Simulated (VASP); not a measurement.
# LiH (I-4m2) in VASP: further runs

Runs on LiH. Level: HSE06. Tasks: single point.

Everything below comes from runs of VASP 6.6.1. Logs are shortened: lines on timing, memory, paths and dates and some standing lists are left out, and cuts for length are marked.

## (1) The cell of the first run

It takes space group I-4m2 (No. 119, tetragonal). The conventional cell has a = 3.034 Å, b = 3.034 Å, c = 4.242 Å, α = 90.00°, β = 90.00°, γ = 90.00°. Within 2.5 Å of Li (site symmetry -4m2) lie 4 H at 1.85 Å. H (site symmetry -4m2) has 4 Li at 1.85 Å within 2.5 Å.

## (2) Single point, HSE06 (uniaxial z strain -1.1%)

File POSCAR:

```
LiH
1.0
    0.0000000000      2.1451220099      2.1208821312
    2.1451220099      0.0000000000      2.1208821312
    2.1451220099      2.1451220099      0.0000000000
Li H
1 1
Direct
    0.0000000000      0.0000000000      0.0000000000
    0.2500000000      0.2500000000      0.2500000000
```

File INCAR.step1:

```
SYSTEM = LiH
PREC = Accurate
ENCUT = 520
EDIFF = 1E-5
ISMEAR = 0
SIGMA = 0.01
LREAL = .FALSE.
LASPH = .TRUE.
NELM = 80
ALGO = Normal
ISIF = 2
LWAVE = .TRUE.
LCHARG = .FALSE.
GGA = PE
NBANDS = 9
```

File INCAR.step2:

```
SYSTEM = LiH
PREC = Accurate
ENCUT = 520
EDIFF = 1E-6
ISMEAR = 0
SIGMA = 0.01
LREAL = .FALSE.
LASPH = .TRUE.
NELM = 80
ALGO = Normal
ISIF = 2
LWAVE = .FALSE.
LCHARG = .FALSE.
GGA = PE
LHFCALC = .TRUE.
HFSCREEN = 0.2079
PRECFOCK = Normal
ISTART = 1
NBANDS = 9
```

File KPOINTS:

```
regular mesh
0
G
  8 8 8
  0 0 0
```

Potentials or basis: VASP PAW PBE potentials, release 64 (Li_sv, H).

Started as:

```bash
cat potpaw_PBE.64/Li_sv/POTCAR potpaw_PBE.64/H/POTCAR > POTCAR
cp INCAR.step1 INCAR
mpirun -np 1 vasp_std > vasp.out
cp INCAR.step2 INCAR
mpirun -np 1 vasp_std > vasp.out
```

OUTCAR:

```text
SYSTEM = LiH
   PREC = Accurate
   ENCUT = 520
   EDIFF = 1E-6
   ISMEAR = 0
   LREAL = .FALSE.
   LASPH = .TRUE.
   NELM = 80
   ISIF = 2
   GGA = PE
   LHFCALC = .TRUE.
   HFSCREEN = 0.2079
   PRECFOCK = Normal
   ISTART = 1

 ion  position               nearest neighbor table
   1  0.000  0.000  0.000-
   2  0.250  0.250  0.250-

  LATTYP: Found a body centered tetragonal cell.
 ALAT       =     3.0336606393
 C/A-ratio  =     1.3982329491

  Lattice vectors:

 A1 = (   0.0000000000,  -2.1451220099,  -2.1208821312)
 A2 = (   0.0000000000,   2.1451220099,  -2.1208821312)
 A3 = (   2.1451220099,   0.0000000000,   2.1208821312)

Analysis of symmetry for initial positions (statically):
=====================================================================
 Subroutine PRICEL returns:
 Original cell was already a primitive cell.

 Routine SETGRP: Setting up the symmetry group for a
 body centered tetragonal supercell.

 Subroutine GETGRP returns: Found  8 space group operations
 (whereof  8 operations were pure point group operations)
 out of a pool of 16 trial point group operations.

The static configuration has the point symmetry D_2d.

Analysis of symmetry for dynamics (positions and initial velocities):
=====================================================================
 Subroutine PRICEL returns:
 Original cell was already a primitive cell.

 Routine SETGRP: Setting up the symmetry group for a
 body centered tetragonal supercell.

 Subroutine GETGRP returns: Found  8 space group operations
 (whereof  8 operations were pure point group operations)
 out of a pool of 16 trial point group operations.

The dynamic configuration has the point symmetry D_2d.

 Subroutine INISYM returns: Found  8 space group operations
 (whereof  8 operations are pure point group operations),
 and found     1 'primitive' translations

----------------------------------------------------------------------------------------

                                     Primitive cell

  volume of cell :      19.5187

  direct lattice vectors                    reciprocal lattice vectors
     0.000000000  2.145122010  2.120882131    -0.233086975  0.233086975  0.235750961
     2.145122010  0.000000000  2.120882131     0.233086975 -0.233086975  0.235750961
     2.145122010  2.145122010  0.000000000     0.233086975  0.233086975 -0.235750961

  length of vectors
     3.016569152  3.016569152  3.033660639     0.405262373  0.405262373  0.405262373

  position of ions in fractional coordinates (direct lattice)
     0.000000000  0.000000000  0.000000000
     0.250000000  0.250000000  0.250000000

  ion indices of the primitive-cell ions
   primitive index   ion index
                 1           1
                 2           2

----------------------------------------------------------------------------------------

 KPOINTS: regular mesh

Automatic generation of k-mesh.
 Grid dimensions read from file:
 generate k-points for:    8    8    8

 Generating k-lattice:

  Cartesian coordinates                     Fractional coordinates (reciprocal lattice)
    -0.029135872  0.029135872  0.029468870     0.125000000  0.000000000  0.000000000
     0.029135872 -0.029135872  0.029468870     0.000000000  0.125000000  0.000000000
     0.029135872  0.029135872 -0.029468870     0.000000000  0.000000000  0.125000000

  Length of vectors
     0.050657797  0.050657797  0.050657797

  Shift w.r.t. Gamma in fractional coordinates (k-lattice)
     0.000000000  0.000000000  0.000000000

 Subroutine IBZKPT returns following result:
 ===========================================

 Found     59 irreducible k-points:

 Following reciprocal coordinates:
            Coordinates               Weight
  0.000000  0.000000  0.000000      1.000000
  0.125000  0.000000  0.000000      8.000000
  0.250000  0.000000  0.000000      8.000000
  0.375000  0.000000  0.000000      8.000000
  0.500000  0.000000  0.000000      4.000000
  0.125000  0.125000  0.000000      2.000000
[... 16 lines left out ...]
  0.250000  0.000000  0.125000     16.000000
  0.375000 -0.000000  0.125000     16.000000
 [... further k-points ...]
   k-points           NKPTS =     59   k-points in BZ     NKDIM =    512   number of bands    NBANDS=      9
   number of dos      NEDOS =    301   number of ions     NIONS =      2
   total plane-waves  NPLWV =  13824
   dimension x,y,z NGX =    24 NGY =   24 NGZ =   24
   dimension x,y,z NGXF=    48 NGYF=   48 NGZF=   48
   ions per type =               1   1
   NGX,Y,Z   is equivalent  to a cutoff of  13.23, 13.23, 13.15 a.u.
   NGXF,Y,Z  is equivalent  to a cutoff of  26.45, 26.45, 26.30 a.u.
 SYSTEM =  LiH
   PREC   = accura    normal or accurate (medium, high low for compatibility)
   ISTART =      1    job   : 0-new  1-cont  2-samecut
   ICHARG =      0    charge: 1-file 2-atom 10-const
   ISPIN  =      1    spin polarized calculation?
   LNONCOLLINEAR =      F non collinear calculations
   LSORBIT =      F    spin-orbit coupling
   LASPH  =      T    aspherical Exc in radial PAW
   ENCUT  =  520.0 eV  38.22 Ry    6.18 a.u.   5.61  5.61  5.64*2*pi/ulx,y,z
   NELM   =     80;   NELMIN=  2; NELMDL=  0     # of ELM steps
   EDIFF  = 0.1E-05   stopping-criterion for ELM
   LREAL  =      F    real-space projection
   EDIFFG = 0.1E-04   stopping-criterion for IOM
   NSW    =      0    number of steps for IOM
   IBRION =     -1    ionic relax: 0-MD 1-quasi-New 2-CG
   NFREE  =      0    steps in history (QN), initial steepest desc. (CG)
   ISIF   =      2    stress and relaxation
   ISYM   =      3    0-nonsym 1-usesym 2-fastsym
   POTIM  = 0.5000    time-step for ionic-motion
   TEBEG  =    0.0;   TEEND  =   0.0 temperature during run
   PSTRESS=    0.0 pullay stress
   NELECT =       4.0000    total number of electrons
   NUPDOWN=      -1.0000    fix difference up-down
   EMIN   =  10.00;   EMAX   =-10.00  energy-range for DOS
   EFERMI =   0.00;   METHOD = LEGACY
   ISMEAR =     0;   SIGMA  =   0.01  broadening in eV -4-tet -1-fermi 0-gaus
   EFERMI_NEDOS =   21; number of points for ismear=-14 and -15
   IALGO  =     38    algorithm
   IMIX   =      1    mixing-type and parameters
     AMIX     =   0.40;   BMIX     =  1.00
     AMIX_MAG =   1.60;   BMIX_MAG =  1.00
  volume/ion in A,a.u.               =       9.76        65.86
  Fermi-wavevector in a.u.,A,eV,Ry     =   0.965187  1.823938 12.674988  0.931585
  Thomas-Fermi vector in A             =   2.094882
   LORBIT       =      0    0 simple, 1 ext, 2 COOP (PROOUT), +10 PAW based schemes
   GGA     = PE    functional components
   LHFCALC =     T    Hartree Fock is set to
   PRECFOCK=normal    Normal, Fast or Accurate (Low or Medium for compatibility)
   ENCUT4O =  -1.0   cutoff for four orbital integrals eV
   NKREDX  =     1    reduce k-point grid by
   NKREDY  =     1    reduce k-point grid by
   NKREDZ  =     1    reduce k-point grid by
   AEXX    =    0.2500 exact exchange contribution
   HFSCREEN=    0.2079 screening length (either q_TF or 0.3 A-1)
   HFSCREENC=   0.2079 screening length for correlation (either q_TF or 0.3 A-1)
   ENCUTFOCK=  -1.0 apply spherical cutoff to Coloumb kernel
   IVDW    =     0    specifies the selected vdW correction
   LEPSILON=     F    determine dielectric tensor
   LRPA    =     F    only Hartree local field effects (RPA)
 non-spin polarized calculation
 Gauss-broadening in eV      SIGMA  =   0.01
  energy-cutoff  :      520.00
  volume of cell :       19.52
 maximum number of plane-waves:       536
 NGX is ok and might be reduce to    24
  NGX = 18; NGY = 18; NGZ = 18

 number of electron       3.9999993 magnetization

 Free energy of the ion-electron system (eV)
  ---------------------------------------------------
  ext. energy  EPLUGINS =         0.00000000
  ---------------------------------------------------
  free energy    TOTEN  =        -6.68277063 eV

  energy without entropy =       -6.68277063  energy(sigma->0) =       -6.68277063

 E-fermi :  -2.2066     XC(G=0):  -6.5080

 val. band max:       -2.3798319323   @ k =  -0.2500   0.5000   0.2500
 cond. band min:       2.8734820861   @ k =   0.5000   0.0000   0.0000
 fundamental gap:      5.2533140184
 Fermi energy:        -2.2066142773

 k-point     1 :       0.0000    0.0000    0.0000
  band No.  band energies     occupation
      1     -48.6289      2.00000
      2      -6.5754      2.00000
      3      12.3772      0.00000
      4      16.5834      0.00000
      5      16.5834      0.00000
      6      16.5908      0.00000
      7      19.1455      0.00000
      8      19.1455      0.00000
      9      19.1524      0.00000

 k-point     2 :       0.1250    0.0000    0.0000
  band No.  band energies     occupation
      1     -48.6249      2.00000
      2      -6.2917      2.00000
      3      10.7721      0.00000
      4      15.1295      0.00000
      5      15.7621      0.00000
      6      15.8170      0.00000
      7      20.3063      0.00000
      8      20.3176      0.00000
      9      22.6711      0.00000

 k-point     3 :       0.2500    0.0000    0.0000
  band No.  band energies     occupation
      1     -48.6154      2.00000
      2      -5.4698      2.00000
      3       7.2916      0.00000
      4      14.8229      0.00000
      5      14.9241      0.00000
      6      15.1459      0.00000
      7      20.0960      0.00000
      8      20.3380      0.00000
      9      21.8883      0.00000

 k-point     4 :       0.3750    0.0000    0.0000
  band No.  band energies     occupation
      1     -48.6057      2.00000
      2      -4.2966      2.00000
      3       4.2412      0.00000
      4      14.3395      0.00000
      5      14.5041      0.00000
      6      15.3403      0.00000
      7      18.6372      0.00000
      8      18.8920      0.00000
      9      21.6616      0.00000
[... 205 lines left out ...]
 k-point    22 :       0.1250    0.0000    0.1250
  band No.  band energies     occupation
      1     -48.6237      2.00000
      2      -6.2018      2.00000
      3      10.9533      0.00000
      4      14.2385      0.00000
      5      14.2634      0.00000
      6      16.4933      0.00000
      7      20.1639      0.00000
      8      21.3790      0.00000
      9      22.1273      0.00000

 k-point    23 :       0.2500    0.0000    0.1250
  band No.  band energies     occupation
      1     -48.6161      2.00000
      2      -5.5637      2.00000
      3       8.4459      0.00000
      4      13.1637      0.00000
      5      13.6393      0.00000
      6      15.9605      0.00000
      7      18.4817      0.00000
      8      22.0829      0.00000
      9      23.2534      0.00000

 k-point    24 :       0.3750   -0.0000    0.1250
  band No.  band energies     occupation
      1     -48.6065      2.00000
      2      -4.4851      2.00000
      3       5.2887      0.00000
      4      12.7449      0.00000
      5      13.1102      0.00000
      6      15.0329      0.00000
      7      19.0350      0.00000
      8      21.7201      0.00000
      9      22.8093      0.00000

 [... further k-points ...]
[... 5 lines left out ...]
  --------------------------------------------------------------------------------------
  -------------------------------------------------------------------------------------
  Total       -0.0269830     -0.0269830     -0.0073959      0.0000000     -0.0000000     -0.0000000
  in kB       -2.2148815     -2.2148815     -0.6070860      0.0000000     -0.0000000     -0.0000000
  external PRESSURE =      -1.6789497 kB  Pullay stress =       0.0000000 kB

 VOLUME and BASIS-vectors are now :
 -----------------------------------------------------------------------------
  energy-cutoff  :      520.00
  volume of cell :       19.52
      direct lattice vectors                 reciprocal lattice vectors
     0.000000000  2.145122010  2.120882131    -0.233086975  0.233086975  0.235750961
     2.145122010  0.000000000  2.120882131     0.233086975 -0.233086975  0.235750961
     2.145122010  2.145122010  0.000000000     0.233086975  0.233086975 -0.235750961

 POSITION                                       TOTAL-FORCE (eV/Angst)
 -----------------------------------------------------------------------------------
      0.00000      0.00000      0.00000        -0.000000     -0.000000     -0.000000
      1.07256      1.07256      1.06044         0.000000      0.000000      0.000000
 -----------------------------------------------------------------------------------
    total drift:                                0.000001      0.000000      0.000000

  FREE ENERGIE OF THE ION-ELECTRON SYSTEM (eV)
  ---------------------------------------------------
  free  energy   TOTEN  =        -6.6827706257 eV

  energy  without entropy=       -6.6827706257  energy(sigma->0) =       -6.68277063
```

Run time: 4.2 min. Hardware: 1 thread of Intel Xeon 6975P-C (Granite Rapids), shared host; peak memory 0.25 GiB.

Results:

```yaml
Free_energy: -6.6828 eV
Band_gap_on_the_k_mesh: 5.25 eV (least direct gap 6.45 eV)
```

Caveat: the cell differs from its parent crystal (uniaxial z strain -1.1%); the cutoff is under 1.25 times the usual one of these potentials, so pressure, stress and relaxed cells hold a basis-set (Pulay) error; the structure was generated, so it needn't be the stable form of LiH; the PAW data sets were made with another functional, which shifts forces and pressure a little. A k mesh can miss the band edges.

## (3) Single point, HSE06 (uniaxial x strain -0.3%)

File POSCAR:

```
LiH
1.0
    0.0000000000      2.1451220099      2.1451220099
    2.1384721316      0.0000000000      2.1451220099
    2.1384721316      2.1451220099      0.0000000000
Li H
1 1
Direct
    0.0000000000      0.0000000000      0.0000000000
    0.2500000000      0.2500000000      0.2500000000
```

File INCAR.step1:

```
PREC = Accurate
ENCUT = 520
EDIFF = 1E-5
ISMEAR = 0
SIGMA = 0.01
LREAL = F
LASPH = T
NELM = 80
ALGO = Normal
ISIF = 2
LWAVE = T
GGA = PE
NBANDS = 9
```

File INCAR.step2:

```
PREC = Accurate
ENCUT = 520
EDIFF = 1E-6
ISMEAR = 0
SIGMA = 0.01
LREAL = F
LASPH = T
NELM = 80
ALGO = Normal
ISIF = 2
LWAVE = F
LCHARG = T
GGA = PE
LHFCALC = T
HFSCREEN = 0.2079
PRECFOCK = Normal
LELF = T
LVHAR = T
ISTART = 1
NBANDS = 9
```

File KPOINTS:

```
Automatic mesh
0
Gamma
  8 8 8
```

Potentials or basis: VASP PAW PBE potentials, release 64 (Li_sv, H).

Started as:

```bash
cat potpaw_PBE.64/Li_sv/POTCAR potpaw_PBE.64/H/POTCAR > POTCAR
cp INCAR.step1 INCAR
mpirun -np 1 vasp_std > vasp.out
cp INCAR.step2 INCAR
mpirun -np 1 vasp_std > vasp.out
```

Wall time 4.2 min (1 thread of Intel Xeon 6975P-C (Granite Rapids), shared host); peak memory 0.25 GiB.

The run converged. Its results:

```
Free energy            : -6.6828 eV
Band gap on the k mesh : 5.25 eV (least direct gap 6.43 eV)
```

Levels at points of the mesh, in eV from the valence-band top:
```
           k point  band 1  band 2  band 3  band 4  band 5  band 6  band 7
(0.00, 0.00, 0.00)  -46.26   -4.16   14.68   18.89   18.89   18.89   21.44
(0.50, 0.00, 0.00)  -46.23   -1.18    5.25   16.60   16.66   17.65   20.44
(0.50, 0.50, 0.00)  -46.23   -0.38    8.32   11.28   12.15   12.16   19.97
(0.00, 0.50, 0.50)  -46.23   -0.35    8.36   11.25   12.11   12.11   19.93
```

Caveat: the cell differs from its parent crystal (uniaxial x strain -0.3%); the cutoff is under 1.25 times the usual one of these potentials, so pressure, stress and relaxed cells hold a basis-set (Pulay) error; the structure was generated, so it needn't be the stable form of LiH; the PAW data sets were made with another functional, which shifts forces and pressure a little.
